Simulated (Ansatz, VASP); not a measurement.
## Be3S: VASP beside Ansatz

```
CELL_PARAMETERS angstrom
3.21393 -0.63995 -0.05696
-0.63331 5.27680 -0.65919
-0.13833 -1.26366 6.40983
ATOMIC_POSITIONS crystal
Be 0.00146 0.50282 0.25130
Be 0.99226 0.48471 0.74538
Be 0.65127 0.80231 0.28473
Be 0.64307 0.78604 0.86190
Be 0.48439 0.46871 0.99704
Be 0.50968 0.51934 0.50196
S 0.86393 0.22800 0.42691
S 0.85394 0.20806 0.93078
```

Change from the starting cell: Cu3Au (L1_2) type (Pm-3m, No. 221); cell x2, atoms moved at random (sigma 0.05 Å) and cell strained at random (1.5 %), then relaxed without symmetry.

Alike in both runs: functional PBE; k mesh 8 × 8 × 4; occupations gaussian, width 0.1 eV; no spin polarisation.

Ansatz relaxed the structure, and its values are those at the end. VASP's run is a single point on that final structure, the one shown.

```csv
,VASP,Ansatz
version,VASP 6.6.1,Ansatz 0.2.0
potentials or method,"VASP PAW PBE potentials, release 64 (Be, S), cutoff 520 eV","scalar-relativistic, plane waves, PAW"
valence electrons in the cell,24,24
```

```tsv
	VASP	Ansatz	Ansatz less VASP
gap on the k mesh at the Fermi level (eV)	none	none	-
pressure (GPa)	0.0	0.0	-0.03
rms of the force components (eV/Å)	0.005	0.003	-0.0019
```

A gap of «none» marks a metal or a gap that the smearing closes.
